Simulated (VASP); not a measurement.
# HW8C8 (a cell with a defect) in VASP: single point with PBEsol

Aim: the single point of HW8C8 (a cell with a defect) with PBEsol.

All numbers are computed with VASP 6.6.1; they aren't measurements. Logs are shortened: lines on timing, memory, paths and dates and some standing lists are left out, and cuts for length are marked.

## 1. The cell of the first run

The cell holds a defect, 17 atoms: a = 5.656 Å, b = 5.797 Å, c = 5.797 Å, α = 120.00°, β = 90.00°, γ = 90.00°.

## 2. Single point, PBEsol

INCAR

```
SYSTEM = HW8C8
ALGO = Normal
EDIFF = 1E-6
ENCUT = 520
GGA = PS
ISIF = 2
ISMEAR = 0
LASPH = .TRUE.
LCHARG = .TRUE.
LELF = .TRUE.
LREAL = Auto
LVHAR = .TRUE.
LWAVE = .FALSE.
NBANDS = 86
NELM = 100
PREC = Accurate
SIGMA = 0.1
```

KPOINTS

```
Automatic mesh
0
Gamma
  4 5 5
  0.5 0 0
```

POSCAR

```
HW8C8
1.0
    0.0000000000      0.0000000000     -5.6555137123
   -2.8984787826     -5.0203125160      0.0000000000
   -2.8984787825      5.0203125161      0.0000000000
W C H
8 8 1
Direct
    0.4986348090      0.5000025131      0.5000003220
    0.9990623819      0.5000014514      0.4999996587
    0.5000000254      0.5008394021      0.0004183641
    1.0004420974      0.4908634518     -0.0045690520
    0.4999996718      0.9995802117      0.4991583770
    1.0004426278      1.0045706939      0.5091354013
    0.5000000254      0.9995796812      0.0004179788
    1.0004408596      1.0045690439     -0.0045679339
    0.2524867011      0.1666660686      0.8333319364
    0.7485003512      0.1666671837      0.8333318563
    0.2500685299      0.1689135279      0.3344536207
    0.7476022896      0.1709557389      0.3354757757
    0.2500681763      0.6655431891      0.8310856722
    0.7476024664      0.6645241392      0.8290465663
    0.2500690604      0.6655428871      0.3344537378
    0.7476028200      0.6645245028      0.3354762623
    0.9506386641      0.8333345845      0.1666665256
```

Potentials or basis: VASP PAW PBE potentials, release 64 (W_sv, C, H).

On the command line:

```sh
cat potpaw_PBE.64/W_sv/POTCAR potpaw_PBE.64/C/POTCAR potpaw_PBE.64/H/POTCAR > POTCAR
mpirun -np 1 vasp_std > vasp.out
```

OUTCAR:

```text
SYSTEM = HW8C8
   EDIFF = 1E-6
   ENCUT = 520
   GGA = PS
   ISIF = 2
   ISMEAR = 0
   LASPH = .TRUE.
   LREAL = Auto
   NELM = 100
   PREC = Accurate

 ion  position               nearest neighbor table
   1  0.499  0.500  0.500-  14 2.17  16 2.17  12 2.17  13 2.18  15 2.18  11 2.18   2 2.83   2 2.83
                             7 2.90   5 2.90   3 2.90   3 2.90   5 2.90   7 2.90
   2  0.999  0.500  0.500-  12 2.18  16 2.18  14 2.18  13 2.19  15 2.19  11 2.19   1 2.83   1 2.83
                             6 2.90   4 2.90   8 2.90   8 2.90   4 2.90   6 2.90
   3  0.500  0.501  0.000-   9 2.18  10 2.19  14 2.19  16 2.19  15 2.19  13 2.19   4 2.83   4 2.83
                             5 2.89   7 2.89   1 2.90   1 2.90   7 2.91   5 2.91
   4  0.000  0.491  0.995-  17 1.74  10 2.16   9 2.16  15 2.21  13 2.21  16 2.23  14 2.23   6 2.82
                             8 2.82   3 2.83   3 2.83   2 2.90   2 2.90   8 2.98   6 2.98
   5  0.500  1.000  0.499-   9 2.18  10 2.19  16 2.19  12 2.19  15 2.19  11 2.19   6 2.83   6 2.83
                             7 2.89   3 2.89   1 2.90   1 2.90   3 2.91   7 2.91
   6  0.000  0.005  0.509-  17 1.74  10 2.16   9 2.16  11 2.21  15 2.21  12 2.23  16 2.23   4 2.82
                             8 2.82   5 2.83   5 2.83   2 2.90   2 2.90   8 2.98   4 2.98
   7  0.500  1.000  0.000-   9 2.18  10 2.19  14 2.19  12 2.19  11 2.19  13 2.19   8 2.83   8 2.83
                             5 2.89   3 2.89   1 2.90   1 2.90   3 2.91   5 2.91
   8  0.000  0.005  0.995-  17 1.74  10 2.16   9 2.16  11 2.21  13 2.21  12 2.23  14 2.23   4 2.82
                             6 2.82   7 2.83   7 2.83   2 2.90   2 2.90   6 2.98   4 2.98
   9  0.252  0.167  0.833-   6 2.16   4 2.16   8 2.16   7 2.18   5 2.18   3 2.18
  10  0.749  0.167  0.833-   4 2.16   6 2.16   8 2.16   3 2.19   7 2.19   5 2.19
  11  0.250  0.169  0.334-   1 2.18   2 2.19   7 2.19   5 2.19   8 2.21   6 2.21
  12  0.748  0.171  0.335-   1 2.17   2 2.18   7 2.19   5 2.19   8 2.23   6 2.23
  13  0.250  0.666  0.831-   1 2.18   2 2.19   3 2.19   7 2.19   4 2.21   8 2.21
  14  0.748  0.665  0.829-   1 2.17   2 2.18   7 2.19   3 2.19   8 2.23   4 2.23
  15  0.250  0.666  0.334-   1 2.18   2 2.19   3 2.19   5 2.19   4 2.21   6 2.21
  16  0.748  0.665  0.335-   1 2.17   2 2.18   5 2.19   3 2.19   4 2.23   6 2.23
  17  0.951  0.833  0.167-   8 1.74   6 1.74   4 1.74

  LATTYP: Found a hexagonal cell.
 ALAT       =     5.7969575651
 C/A-ratio  =     0.9756003298

  Lattice vectors:

 A1 = (  -2.8984787826,  -5.0203125160,   0.0000000000)
 A2 = (  -2.8984787825,   5.0203125161,   0.0000000000)
 A3 = (   0.0000000000,   0.0000000000,  -5.6555137123)

Analysis of symmetry for initial positions (statically):
=====================================================================
 Subroutine PRICEL returns:
 Original cell was already a primitive cell.

 Routine SETGRP: Setting up the symmetry group for a
 hexagonal supercell.

 Subroutine GETGRP returns: Found  6 space group operations
 (whereof  2 operations were pure point group operations)
[... 153 lines left out ...]
   EFERMI_NEDOS =   21; number of points for ismear=-14 and -15
   IALGO  =     38    algorithm
   IMIX   =      4    mixing-type and parameters
     AMIX     =   0.40;   BMIX     =  1.00
     AMIX_MAG =   1.60;   BMIX_MAG =  1.00
  volume/ion in A,a.u.               =       9.68        65.34
  Fermi-wavevector in a.u.,A,eV,Ry     =   1.569386  2.965710 33.510786  2.462973
  Thomas-Fermi vector in A             =   2.671276
   LORBIT       =      0    0 simple, 1 ext, 2 COOP (PROOUT), +10 PAW based schemes
   GGA     = PS    functional components
   LHFCALC =     F    Hartree Fock is set to
   AEXX    =    0.0000 exact exchange contribution
   IVDW    =     0    specifies the selected vdW correction
   LEPSILON=     F    determine dielectric tensor
   LRPA    =     F    only Hartree local field effects (RPA)
 non-spin polarized calculation
 Gauss-broadening in eV      SIGMA  =   0.10
  energy-cutoff  :      520.00
  volume of cell :      164.59
 maximum number of plane-waves:      4455
 NGX is ok and might be reduce to    42
   NGX = 21   NGY = 21   NGZ = 21

 number of electron     144.9999992 magnetization

 Free energy of the ion-electron system (eV)
  ---------------------------------------------------
  ext. energy  EPLUGINS =         0.00000000
  ---------------------------------------------------
  free energy    TOTEN  =      -193.79380558 eV

  energy without entropy =     -193.78712050  energy(sigma->0) =     -193.79046304

 E-fermi :  11.5639     XC(G=0): -14.0244

 val. band max:       11.5088825058   @ k =   0.3750   0.0000   0.0000
 cond. band min:      11.7060262340   @ k =   0.3750  -0.0000   0.4000
 fundamental gap:      0.1971437282
 Fermi energy:        11.5638789297

 k-point     1 :       0.1250    0.0000    0.0000
  band No.  band energies     occupation
      1     -62.8423      2.00000
      2     -62.7884      2.00000
      3     -62.7883      2.00000
      4     -62.6467      2.00000
      5     -62.6020      2.00000
      6     -62.5506      2.00000
[... 1207 lines left out ...]
     83      15.1560      0.00000
     84      15.2303      0.00000
 [bands above 84 left out]

------------------------ aborting loop because EDIFF is reached ----------------------------------------

  FORCE on cell =-STRESS in cart. coord.  units (eV):
  Direction    XX          YY          ZZ          XY          YZ          ZX
  --------------------------------------------------------------------------------------
  -------------------------------------------------------------------------------------
  Total        8.2348643      8.2348643      3.2986865     -0.0000000      0.0000000     -0.0000000
  in kB       80.1611788     80.1611788     32.1106197     -0.0000000      0.0000000     -0.0000000
  external PRESSURE =      64.1443258 kB  Pullay stress =       0.0000000 kB

 VOLUME and BASIS-vectors are now :
 -----------------------------------------------------------------------------
  energy-cutoff  :      520.00
  volume of cell :      164.59
      direct lattice vectors                 reciprocal lattice vectors
     0.000000000  0.000000000 -5.655513712     0.000000000  0.000000000 -0.176818597
    -2.898478783 -5.020312516  0.000000000    -0.172504282 -0.099595393  0.000000000
    -2.898478782  5.020312516  0.000000000    -0.172504282  0.099595393  0.000000000

 POSITION                                       TOTAL-FORCE (eV/Angst)
 -----------------------------------------------------------------------------------
     -2.89849     -0.00001     -2.82004         0.000000     -0.000000      0.000672
     -2.89848     -0.00001     -5.65021         0.000000     -0.000000     -0.002969
     -1.45288     -2.51227     -2.82776         0.002385      0.001377      0.001058
     -4.30799      2.53309     -0.00250         0.012029      0.006945     -0.003125
     -4.34406     -2.51227     -2.82776        -0.002385      0.001377      0.001058
     -1.48897      2.53307     -0.00250        -0.012029      0.006945     -0.003125
[... 9 lines left out ...]
     -2.89848     -1.65193     -4.22808        -0.000000     -0.001223     -0.005287
     -2.89848     -3.34688     -5.37635         0.000000     -0.000000      0.009401
 -----------------------------------------------------------------------------------
    total drift:                               -0.022550      0.006401     -0.007009

  FREE ENERGIE OF THE ION-ELECTRON SYSTEM (eV)
  ---------------------------------------------------
  free  energy   TOTEN  =      -193.7938055831 eV

  energy  without entropy=     -193.7871204974  energy(sigma->0) =     -193.79046304
```

OSZICAR:

```text
N       E                     dE             d eps       ncg     rms          rms(c)
DAV:   1     0.193052443454E+04    0.19305E+04   -0.78382E+04  2416   0.194E+03
DAV:   2    -0.152542256538E+02   -0.19458E+04   -0.18854E+04  2408   0.622E+02
DAV:   3    -0.207728106982E+03   -0.19247E+03   -0.18301E+03  2868   0.169E+02
DAV:   4    -0.216170002333E+03   -0.84419E+01   -0.83084E+01  2808   0.321E+01
DAV:   5    -0.216430892925E+03   -0.26089E+00   -0.25995E+00  2928   0.530E+00    0.984E+01
DAV:   6    -0.194460752187E+03    0.21970E+02   -0.12851E+02  2964   0.368E+01    0.315E+01
DAV:   7    -0.193962369328E+03    0.49838E+00   -0.53895E+00  2800   0.802E+00    0.142E+01
DAV:   8    -0.193820352181E+03    0.14202E+00   -0.56201E-01  2834   0.462E+00    0.154E+00
DAV:   9    -0.193796780432E+03    0.23572E-01   -0.93733E-02  2944   0.177E+00    0.590E-01
DAV:  10    -0.193794710962E+03    0.20695E-02   -0.37603E-02  2858   0.574E-01    0.357E-01
DAV:  11    -0.193793820814E+03    0.89015E-03   -0.39715E-03  2992   0.275E-01    0.100E-01
DAV:  12    -0.193793813844E+03    0.69692E-05   -0.60476E-04  3170   0.105E-01    0.301E-02
DAV:  13    -0.193793808195E+03    0.56492E-05   -0.50616E-05  3040   0.423E-02    0.174E-02
DAV:  14    -0.193793805747E+03    0.24482E-05   -0.88700E-06  2890   0.165E-02    0.664E-03
DAV:  15    -0.193793805583E+03    0.16394E-06   -0.10257E-06  1680   0.510E-03
   1 F= -.19379381E+03 E0= -.19379046E+03  d E =-.668509E-02
```

stdout:

```text
POSCAR found type information on POSCAR W C H
 POSCAR found :  3 types and      17 ions
 scaLAPACK will be used
 -----------------------------------------------------------------------------
|                                                                             |
|                                                                             |
|     You enforced a specific xc type in the INCAR file but a different       |
|     I HOPE YOU KNOW WHAT YOU ARE DOING!                                     |
|                                                                             |
 -----------------------------------------------------------------------------

 LDA part: xc-table for (Slater+PW92), standard interpolation
 POSCAR, INCAR and KPOINTS ok, starting setup
 FFT: planning ... GRIDC
 FFT: planning ... GRID_SOFT
 FFT: planning ... GRID
 WAVECAR not read
 entering main loop
```

Wall time 6.7 min (1 thread of Intel Xeon Platinum 8488C (Sapphire Rapids), shared host); peak memory 0.37 GiB.

Results:

* Free energy: -193.7938 eV
* Pressure: 6.4 GPa
* Largest force: 0.014 eV/Å

Forces on the atoms (eV/Å):
```
W    0.000  0.000  0.001
W    0.000  0.000 -0.003
W    0.002  0.001  0.001
W    0.012  0.007 -0.003
W   -0.002  0.001  0.001
W   -0.012  0.007 -0.003
W    0.000 -0.003  0.001
W    0.000 -0.014 -0.003
C    0.000  0.000  0.006
C    0.000  0.000  0.001
C    0.003  0.002  0.003
C    0.001  0.001 -0.005
C   -0.003  0.002  0.003
C   -0.001  0.001 -0.005
C    0.000 -0.003  0.003
C    0.000 -0.001 -0.005
H    0.000  0.000  0.009
```

Levels at points of the mesh, in eV from the Fermi level:
```
           k point  band 70  band 71  band 72  band 73  band 74  band 75  band 76  band 77
(0.12, 0.00, 0.00)    -1.04    -0.34    -0.15    -0.15     2.22     2.22     2.30     2.50
```

Caveat: the PAW data sets were made with another functional, which shifts forces and pressure a little; spin-orbit coupling is left out, which moves the levels of the heavy elements.
